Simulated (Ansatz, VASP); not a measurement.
**ZnSe in VASP and in Ansatz**

The input INCAR:

```
SYSTEM = ZnSe
PREC = Accurate
ENCUT = 500
EDIFF = 1E-6
ISMEAR = 0
SIGMA = 0.1
LREAL = .False.
LASPH = .True.
NELM = 120
ALGO = Normal
ISIF = 2
LWAVE = .False.
LCHARG = .False.
GGA = PE
NBANDS = 16
GGA_COMPAT = .False.
```

The input KPOINTS:

```
Automatic mesh
0
Gamma
  6 6 6
  0 0 0
```

Contents of POSCAR:

```
ZnSe
1.0
    0.0000000000      2.8250000000      2.8250000000
    2.8250000000      0.0000000000      2.8250000000
    2.8250000000      2.8250000000      0.0000000000
Zn Se
1 1
Direct
    0.0000000000      0.0000000000      0.0000000000
    0.2500000000      0.2500000000      0.2500000000
```

Input for Ansatz:

```yaml
crystal:
  lattice:
    - [0.0, 2.825, 2.825]
    - [2.825, 0.0, 2.825]
    - [2.825, 2.825, 0.0]
  atoms:
    - { symbol: Zn, position: [0.0, 0.0, 0.0] }
    - { symbol: Se, position: [0.25, 0.25, 0.25] }
basis:
  ecutwfc: 420
kpoints:
  mp_grid: { grid: [6, 6, 6] }
hamiltonian:
  xc: pbe
  pseudopotentials: { kind: paw, azcp: { folder: soft_1 } }
scf:
  occupations: { method: gaussian, width: 0.1 }
output:
  forces: true
  stress: true
  eigenvalues: true
```

Alike in both runs: task single point; functional PBE; k mesh 6 × 6 × 6; occupations gaussian, width 0.1 eV; no spin polarisation.

|  | VASP | Ansatz |
| --- | --- | --- |
| version | VASP 6.6.1 | Ansatz 0.2.0 |
| potentials or method | VASP PAW PBE potentials, release 64 (Zn, Se), cutoff 500 eV | scalar-relativistic, plane waves, PAW |
| valence electrons in the cell | 18 | 28 |

|  | VASP | Ansatz | Ansatz less VASP |
| --- | --- | --- | --- |
| gap on the k mesh at the Fermi level (eV) | 1.33 | 1.32 | -0.006 |
| least direct gap on the mesh (eV) | 1.33 | 1.32 | -0.006 |
| pressure (GPa) | 3.0 | 2.8 | -0.24 |

VASP's potentials hold 18 valence electrons a cell and Ansatz's 28, so a difference there can come from the potentials and not from the codes.
